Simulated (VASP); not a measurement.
Write the native input for VASP 6.6.1 that does the following.

```yaml
Task: single point
Functional: PBE
Potentials_or_basis: VASP PAW PBE potentials, release 64 (Ca_sv)
Cutoff: 520 eV
k_mesh: 11 × 11 × 6
Occupations: fermi-dirac, width 0.08 eV
Spin: no spin polarisation
Dipole_correction: no
Further_INCAR_settings: ALGO = Normal; EDIFF = 1e-06; NBANDS = 17
```

The structure of Ca lies in POSCAR:

```
Ca
1.0
    3.9799995206      0.0000000000      0.0000000000
   -1.9899997603      3.4467806919      0.0000000000
    0.0000000000      0.0000000000      6.5200000000
Ca
2
Direct
    0.3893811924      0.7076965472      0.2500000000
    0.6666666667      0.3333333333      0.7500000000
```

This cell differs from its parent crystal: atom 1 (Ca) moved by [0.141421, 0.141421, 0.0] A.

One way to write it, as run:

INCAR

```
ALGO = Normal ; EDIFF = 1E-6
ENCUT = 520 ; GGA = PE
ISIF = 2 ; ISMEAR = -1
LASPH = T ; LCHARG = F
LREAL = F ; LWAVE = F
NBANDS = 17 ; NELM = 80
PREC = Accurate ; SIGMA = 0.08
```

KPOINTS

```
k-points
0
Gamma
  11 11 6
```

Potentials or basis: VASP PAW PBE potentials, release 64 (Ca_sv).

Launch:

```sh
$ cat potpaw_PBE.64/Ca_sv/POTCAR > POTCAR
$ mpirun -np 1 vasp_std > vasp.out
```

Results of the run:

```json
{"Pressure": "-0.8 GPa", "Largest force": "0.063 eV/Å", "Band gap on the k mesh": "zero (bands 10 and 11 overlap by 0.46 eV)"}
```

Caveat: the cell differs from its parent crystal (atom 1 (Ca) moved by [0.141421, 0.141421, 0.0] A).

Run time: 3.3 min on 1 thread of Intel(R) Xeon(R) Platinum 8488C (Sapphire Rapids), with other jobs on the host, peak memory 0.43 GiB.
